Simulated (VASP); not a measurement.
# MgO (P1) in VASP: single point with PBEsol

Aim: the single point of MgO with PBEsol.

All numbers are computed with VASP 6.6.1; they aren't measurements. Logs are shortened: lines on timing, memory, paths and dates and some standing lists are left out, and cuts for length are marked.

## (1) The cell of the first run

The typed cell holds 8 atoms: a = 6.616 Å, b = 3.308 Å, c = 4.983 Å, α = 90.00°, β = 90.00°, γ = 120.00°.

## (2) Single point, PBEsol

INCAR reads:

```
SYSTEM = MgO
ALGO = Normal
EDIFF = 1E-6
ENCUT = 520
GGA = PS
GGA_COMPAT = .False.
ISIF = 2
ISMEAR = 0
LASPH = .True.
LCHARG = .False.
LREAL = .False.
LWAVE = .False.
NBANDS = 26
NELM = 120
PREC = Accurate
SIGMA = 0.01
```

KPOINTS reads:

```
k-points
0
Gamma
  2 2 2
  0 0 0
```

POSCAR reads:

```
MgO
1.0
    6.6155739800      0.0000000000      0.0000000000
   -1.6538934900      2.8646275600      0.0000000000
    0.0000000000      0.0000000000      4.9828816700
Mg O
4 4
Direct
    0.1791120848      0.6638028715      0.0072965811
    0.3235432624      0.3348519065      0.5000853251
    0.6723724309      0.6675771841      0.0241667388
    0.8274404774      0.3177826719      0.5095091893
    0.1797069687      0.6932820963      0.3726297598
    0.3160633089      0.3486858166      0.8910470475
    0.6610311413      0.6501449005      0.3990769060
    0.8394489291      0.3321716279      0.8977580236
```

Potentials or basis: VASP PAW PBE potentials, release 64 (Mg, O).

Command:

```sh
cat potpaw_PBE.64/Mg/POTCAR potpaw_PBE.64/O/POTCAR > POTCAR
mpirun -np 1 vasp_std > vasp.out
```

OUTCAR:

```text
SYSTEM = MgO
   EDIFF = 1E-6
   ENCUT = 520
   GGA = PS
   ISIF = 2
   ISMEAR = 0
   LASPH = .True.
   LREAL = .False.
   NELM = 120
   PREC = Accurate

 ion  position               nearest neighbor table
   1  0.179  0.664  0.007-   6 1.79   5 1.82   8 2.02   6 2.06   2 3.03   2 3.09   2 3.12   2 3.18
                             4 3.20   4 3.21   3 3.26   3 3.29   3 3.33   3 3.36
   2  0.324  0.335  0.500-   5 1.95   6 1.95   5 1.96   7 2.00   1 3.03   1 3.09   3 3.10   1 3.12
                             1 3.18   4 3.25   3 3.29   4 3.29   4 3.32   4 3.36
   3  0.672  0.668  0.024-   7 1.87   8 2.01   8 2.02   6 2.15   4 3.05   4 3.07   2 3.10   4 3.17
                             4 3.19   1 3.26   2 3.29   1 3.29   1 3.33   1 3.36
   4  0.827  0.318  0.510-   8 1.94   7 1.98   7 1.99   5 2.13   3 3.05   3 3.07   3 3.17   3 3.19
                             1 3.20   1 3.21   2 3.25   2 3.29   2 3.32   2 3.36
   5  0.180  0.693  0.373-   1 1.82   2 1.95   2 1.96   4 2.13
   6  0.316  0.349  0.891-   1 1.79   2 1.95   1 2.06   3 2.15
   7  0.661  0.650  0.399-   3 1.87   4 1.98   4 1.99   2 2.00
   8  0.839  0.332  0.898-   4 1.94   3 2.01   3 2.02   1 2.02

  Warning from LATTYP: Monoclinic adjustment (A1->A3, A2->A1, A3->A2)!
  LATTYP: Found a simple orthorhombic cell.
 ALAT       =     3.3077869843
 B/A-ratio  =     1.5064094797
 C/A-ratio  =     1.7320508113

  Lattice vectors:

 A1 = (  -1.6538934900,   2.8646275600,   0.0000000000)
 A2 = (   0.0000000000,   0.0000000000,   4.9828816700)
 A3 = (   4.9616804900,   2.8646275600,   0.0000000000)

Analysis of symmetry for initial positions (statically):
=====================================================================
 Subroutine PRICEL returns:
 Original cell was already a primitive cell.

 Routine SETGRP: Setting up the symmetry group for a
 simple orthorhombic supercell.

 Subroutine GETGRP returns: Found  1 space group operations
 (whereof  1 operations were pure point group operations)
 out of a pool of  8 trial point group operations.

The static configuration has the point symmetry C_1 .

Analysis of symmetry for dynamics (positions and initial velocities):
=====================================================================
 Subroutine PRICEL returns:
 Original cell was already a primitive cell.

 Routine SETGRP: Setting up the symmetry group for a
 simple orthorhombic supercell.

 Subroutine GETGRP returns: Found  1 space group operations
 (whereof  1 operations were pure point group operations)
 out of a pool of  8 trial point group operations.

The dynamic configuration has the point symmetry C_1 .

 Subroutine INISYM returns: Found  1 space group operations
 (whereof  1 operations are pure point group operations),
 and found     1 'primitive' translations

----------------------------------------------------------------------------------------

                                     Primitive cell

  volume of cell :      94.4314

  direct lattice vectors                    reciprocal lattice vectors
     6.615573980  0.000000000  0.000000000     0.151158464  0.087271380  0.000000000
    -1.653893490  2.864627560  0.000000000     0.000000000  0.349085520  0.000000000
     0.000000000  0.000000000  4.982881670     0.000000000  0.000000000  0.200687086

  length of vectors
     6.615573980  3.307786984  4.982881670     0.174542759  0.349085520  0.200687086

  position of ions in fractional coordinates (direct lattice)
     0.179112085  0.663802872  0.007296581
     0.323543262  0.334851906  0.500085325
     0.672372431  0.667577184  0.024166739
     0.827440477  0.317782672  0.509509189
     0.179706969  0.693282096  0.372629760
     0.316063309  0.348685817  0.891047048
     0.661031141  0.650144901  0.399076906
     0.839448929  0.332171628  0.897758024

  ion indices of the primitive-cell ions
   primitive index   ion index
                 1           1
                 2           2
                 3           3
                 4           4
                 5           5
                 6           6
                 7           7
                 8           8

----------------------------------------------------------------------------------------

 KPOINTS: k-points

Automatic generation of k-mesh.
 Grid dimensions read from file:
 generate k-points for:    2    2    2

 Generating k-lattice:

  Cartesian coordinates                     Fractional coordinates (reciprocal lattice)
     0.075579232  0.043635690  0.000000000     0.500000000 -0.000000000  0.000000000
     0.000000000  0.174542760  0.000000000     0.000000000  0.500000000  0.000000000
     0.000000000  0.000000000  0.100343543     0.000000000  0.000000000  0.500000000

  Length of vectors
     0.087271380  0.174542760  0.100343543

  Shift w.r.t. Gamma in fractional coordinates (k-lattice)
     0.000000000  0.000000000  0.000000000

 Subroutine IBZKPT returns following result:
 ===========================================

 Found      8 irreducible k-points:

 Following reciprocal coordinates:
            Coordinates               Weight
  0.000000  0.000000  0.000000      1.000000
  0.500000  0.000000  0.000000      1.000000
  0.000000  0.500000  0.000000      1.000000
  0.500000  0.500000  0.000000      1.000000
  0.000000  0.000000  0.500000      1.000000
  0.500000  0.000000  0.500000      1.000000
  0.000000  0.500000  0.500000      1.000000
  0.500000  0.500000  0.500000      1.000000
   k-points           NKPTS =      8   k-points in BZ     NKDIM =      8   number of bands    NBANDS=     26
   number of dos      NEDOS =    301   number of ions     NIONS =      8
   total plane-waves  NPLWV =  56000
   dimension x,y,z NGX =    50 NGY =   28 NGZ =   40
   dimension x,y,z NGXF=   100 NGYF=   56 NGZF=   80
   ions per type =               4   4
   NGX,Y,Z   is equivalent  to a cutoff of  12.56, 14.07, 13.35 a.u.
   NGXF,Y,Z  is equivalent  to a cutoff of  25.13, 28.15, 26.69 a.u.
 SYSTEM =  MgO
   PREC   = accura    normal or accurate (medium, high low for compatibility)
   ISTART =      0    job   : 0-new  1-cont  2-samecut
   ICHARG =      2    charge: 1-file 2-atom 10-const
   ISPIN  =      1    spin polarized calculation?
   LNONCOLLINEAR =      F non collinear calculations
   LSORBIT =      F    spin-orbit coupling
   LASPH  =      T    aspherical Exc in radial PAW
   ENCUT  =  520.0 eV  38.22 Ry    6.18 a.u.  12.30  6.15  9.26*2*pi/ulx,y,z
   NELM   =    120;   NELMIN=  2; NELMDL= -5     # of ELM steps
   EDIFF  = 0.1E-05   stopping-criterion for ELM
   LREAL  =      F    real-space projection
[... 7 lines left out ...]
   TEBEG  =    0.0;   TEEND  =   0.0 temperature during run
   PSTRESS=    0.0 pullay stress
   NELECT =      32.0000    total number of electrons
   NUPDOWN=      -1.0000    fix difference up-down
   EMIN   =  10.00;   EMAX   =-10.00  energy-range for DOS
   EFERMI =   0.00;   METHOD = LEGACY
   ISMEAR =     0;   SIGMA  =   0.01  broadening in eV -4-tet -1-fermi 0-gaus
   EFERMI_NEDOS =   21; number of points for ismear=-14 and -15
   IALGO  =     38    algorithm
   IMIX   =      4    mixing-type and parameters
     AMIX     =   0.40;   BMIX     =  1.00
     AMIX_MAG =   1.60;   BMIX_MAG =  1.00
  volume/ion in A,a.u.               =      11.80        79.66
  Fermi-wavevector in a.u.,A,eV,Ry     =   1.141351  2.156842 17.724080  1.302683
  Thomas-Fermi vector in A             =   2.278052
   LORBIT       =      0    0 simple, 1 ext, 2 COOP (PROOUT), +10 PAW based schemes
   GGA     = PS    functional components
   LHFCALC =     F    Hartree Fock is set to
   AEXX    =    0.0000 exact exchange contribution
   IVDW    =     0    specifies the selected vdW correction
   LEPSILON=     F    determine dielectric tensor
   LRPA    =     F    only Hartree local field effects (RPA)
 non-spin polarized calculation
 Gauss-broadening in eV      SIGMA  =   0.01
  energy-cutoff  :      520.00
  volume of cell :       94.43
 maximum number of plane-waves:      2571
 NGX is ok and might be reduce to    50
   NGX = 25   NGY = 13   NGZ = 19

 number of electron      31.9999996 magnetization

 Free energy of the ion-electron system (eV)
  ---------------------------------------------------
  ext. energy  EPLUGINS =         0.00000000
  ---------------------------------------------------
  free energy    TOTEN  =       -48.19495449 eV

  energy without entropy =      -48.19495449  energy(sigma->0) =      -48.19495449

 E-fermi :   1.0432     XC(G=0):  -9.9559

 val. band max:        0.9409330662   @ k =   0.0000   0.0000   0.0000
 cond. band min:       4.3357519392   @ k =   0.0000   0.0000   0.0000
 fundamental gap:      3.3948188729
 Fermi energy:         1.0432286684

 k-point     1 :       0.0000    0.0000    0.0000
  band No.  band energies     occupation
      1     -15.1614      2.00000
      2     -14.5539      2.00000
      3     -14.2755      2.00000
      4     -14.1329      2.00000
      5      -2.2758      2.00000
      6      -2.1398      2.00000
[... 18 lines left out ...]
     25      14.8120      0.00000
     26      15.0009      0.00000

 k-point     2 :       0.5000    0.0000    0.0000
  band No.  band energies     occupation
      1     -14.9300      2.00000
      2     -14.8433      2.00000
      3     -14.2130      2.00000
      4     -14.1561      2.00000
      5      -1.7454      2.00000
      6      -1.6957      2.00000
[... 18 lines left out ...]
     25      14.2303      0.00000
     26      14.3224      0.00000

 k-point     3 :       0.0000    0.5000    0.0000
  band No.  band energies     occupation
      1     -14.6037      2.00000
      2     -14.4400      2.00000
      3     -14.1845      2.00000
      4     -14.1505      2.00000
      5      -2.1311      2.00000
      6      -2.0457      2.00000
[... 108 lines left out ...]
 k-point     7 :       0.0000    0.5000    0.5000
  band No.  band energies     occupation
      1     -14.5618      2.00000
      2     -14.3667      2.00000
      3     -14.2150      2.00000
      4     -14.1979      2.00000
      5      -2.2631      2.00000
      6      -2.2316      2.00000
[... 18 lines left out ...]
     25      14.2672      0.00000
     26      14.4725      0.00000

 k-point     8 :       0.5000    0.5000    0.5000
  band No.  band energies     occupation
      1     -14.5647      2.00000
      2     -14.3686      2.00000
      3     -14.2360      2.00000
      4     -14.1796      2.00000
      5      -1.9928      2.00000
      6      -1.8607      2.00000
[... 18 lines left out ...]
     25      13.5935      0.00000
     26      13.7912      0.00000

------------------------ aborting loop because EDIFF is reached ----------------------------------------

  FORCE on cell =-STRESS in cart. coord.  units (eV):
  Direction    XX          YY          ZZ          XY          YZ          ZX
  --------------------------------------------------------------------------------------
  -------------------------------------------------------------------------------------
  Total        0.0666985      0.2526061      6.1208153     -3.3773096      1.0554876     -0.9588859
  in kB        1.1316458      4.2858610    103.8493037    -57.3013937     17.9080152    -16.2690151
  external PRESSURE =      36.4222702 kB  Pullay stress =       0.0000000 kB

 VOLUME and BASIS-vectors are now :
 -----------------------------------------------------------------------------
  energy-cutoff  :      520.00
  volume of cell :       94.43
      direct lattice vectors                 reciprocal lattice vectors
     6.615573980  0.000000000  0.000000000     0.151158464  0.087271380  0.000000000
    -1.653893490  2.864627560  0.000000000     0.000000000  0.349085520  0.000000000
     0.000000000  0.000000000  4.982881670     0.000000000  0.000000000  0.200687086

 POSITION                                       TOTAL-FORCE (eV/Angst)
 -----------------------------------------------------------------------------------
      0.08707      1.90155      0.03636        -2.268726      1.311359     -1.199794
      1.58661      0.95923      2.49187         0.303006      0.142267     -0.079898
      3.34403      1.91236      0.12042        -0.188192     -0.112185     -1.803421
      4.94841      0.91033      2.53882         0.338333      0.293281     -0.402419
      0.04225      1.98599      1.85677        -0.697254     -0.509889      2.191724
      1.51425      0.99886      4.43998         2.751389     -1.182148     -0.218003
      3.29783      1.86242      1.98855         0.149426      0.206635      0.942430
      5.00406      0.95155      4.47342        -0.387983     -0.149318      0.569380
 -----------------------------------------------------------------------------------
    total drift:                                0.000190     -0.000346      0.001992

  FREE ENERGIE OF THE ION-ELECTRON SYSTEM (eV)
  ---------------------------------------------------
  free  energy   TOTEN  =       -48.1949544881 eV

  energy  without entropy=      -48.1949544881  energy(sigma->0) =      -48.19495449
```

Wall time 29 s (1 thread of Intel Xeon 8259CL, shared host); peak memory 0.23 GiB.

Results:

* Free energy: -48.1950 eV
* Pressure: 3.6 GPa
* Largest force: 3.003 eV/Å
* Band gap on the k mesh: 3.39 eV

Forces on the atoms (eV/Å):
```
Mg  -2.269  1.311 -1.200
Mg   0.303  0.142 -0.080
Mg  -0.188 -0.112 -1.803
Mg   0.338  0.293 -0.402
O   -0.697 -0.510  2.192
O    2.751 -1.182 -0.218
O    0.149  0.207  0.942
O   -0.388 -0.149  0.569
```

Levels at points of the mesh, in eV from the valence-band top:
```csv
k point,band 13,band 14,band 15,band 16,band 17,band 18,band 19,band 20
"(0.00, 0.00, 0.00)",-0.39,-0.26,-0.16,0.00,3.39,7.68,7.95,8.36
"(0.50, 0.00, 0.00)",-0.35,-0.30,-0.29,-0.12,5.54,5.62,9.03,9.08
"(0.00, 0.50, 0.00)",-0.85,-0.77,-0.33,-0.27,7.45,7.60,7.93,8.25
"(0.50, 0.50, 0.00)",-0.85,-0.80,-0.67,-0.64,7.44,7.58,8.41,8.69
"(0.00, 0.00, 0.50)",-0.59,-0.49,-0.35,-0.23,5.78,5.86,7.31,7.49
"(0.50, 0.00, 0.50)",-0.66,-0.57,-0.56,-0.46,6.74,6.79,6.85,7.01
"(0.00, 0.50, 0.50)",-0.62,-0.58,-0.54,-0.44,6.90,6.95,7.47,7.71
"(0.50, 0.50, 0.50)",-0.42,-0.39,-0.33,-0.24,7.42,7.49,8.04,8.38
```

Caveat: the k points lie up to 0.95 Å⁻¹ apart; the PAW data sets were made with another functional, which shifts forces and pressure a little.
